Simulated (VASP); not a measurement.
Al2Pt:

```
Pt Al
1.0
     0.00000    2.91506    2.91506
     2.91506    0.00000    2.91506
     2.91506    2.91506    0.00000
Pt Al
1 2
Direct
  0.00000 0.00000 0.00000
  0.75000 0.75000 0.75000
  0.25000 0.25000 0.25000
```

Base run:

```yaml
Program: VASP 6.6.1
Functional: LDA
Potentials_or_basis: VASP PAW LDA potentials, release 64 (Pt, Al)
Cutoff: 520 eV
k_mesh: 8 × 8 × 8
Occupations: fermi-dirac, width 0.05 eV
Spin: no spin polarisation
```

Its results: band gap on the k mesh zero (band 8 reaches 12.06 eV, above the bottom of band 9 at 6.53 eV); pressure 2.2 GPa.

Question: The run is repeated on the same cell with these changes: functional from LDA to PBE; potentials or basis from VASP PAW LDA potentials, release 64 (Pt, Al) to VASP PAW PBE potentials, release 64 (Pt, Al). What comes out?

Answer: Band gap on the k mesh zero (band 8 reaches 12.24 eV, above the bottom of band 9 at 6.71 eV); pressure 8.6 GPa.

Caveats: spin-orbit coupling is left out, which moves the levels of the heavy elements.
